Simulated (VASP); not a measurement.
Input of a VASP 6.6.1 run:

The input INCAR:

```
SYSTEM = SiNi3
PREC     = Accurate       ! precision mode
ENCUT    = 600            ! plane-wave cutoff, eV
EDIFF    = 1E-6           ! SCF threshold, eV
ISMEAR   = 0              ! smearing method
SIGMA    = 0.1            ! smearing width, eV
LREAL    = .FALSE.        ! projectors in reciprocal space
LASPH    = .TRUE.         ! aspherical terms in the spheres
NELM     = 60             ! most SCF steps
ALGO     = Fast           ! electronic algorithm
ISIF     = 3              ! what is computed and relaxed
LWAVE    = .FALSE.        ! write WAVECAR
LCHARG   = .FALSE.        ! write CHGCAR
GGA      = PS             ! functional
IBRION   = 2              ! ionic algorithm
NSW      = 70             ! ionic steps
EDIFFG   = -0.005         ! ionic threshold
```

The input KPOINTS:

```
Automatic mesh
0
G
  12 12 12
  0 0 0
```

File POSCAR:

```
SiNi3
1.0
    3.5062675415      0.0000000000      0.0000000000
    0.0000000000      3.5062675415      0.0000000000
    0.0000000000      0.0000000000      3.5062675415
Si Ni
1 3
Direct
    0.0000000000      0.0000000000      0.0000000000
    0.0000000000      0.5000000000      0.5000000000
    0.5000000000      0.0000000000      0.5000000000
    0.5000000000      0.5000000000      0.0000000000
```

Potentials or basis: VASP PAW PBE potentials, release 64 (Si, Ni).

Command:

```console
$ cat potpaw_PBE.64/Si/POTCAR potpaw_PBE.64/Ni/POTCAR > POTCAR
$ mpirun -np 1 vasp_std > vasp.out
```

Task: Predict the relaxed cell.

Result: a = 3.462 Å, b = 3.462 Å, c = 3.462 Å, α = 90.00°, β = 90.00°, γ = 90.00°.

Task: What does it give for the space group after relaxing (to 0.05 Å)?

Result: Pm-3m (No. 221).

Final structure:
```
Si Ni
1.0
     3.46190    0.00000    0.00000
     0.00000    3.46190    0.00000
     0.00000    0.00000    3.46190
Si Ni
1 3
Direct
  0.00000 0.00000 0.00000
  0.00000 0.50000 0.50000
  0.50000 0.00000 0.50000
  0.50000 0.50000 0.00000
```

 Spin polarisation is off, so any magnetic state and its effect on volume and gap are missing.
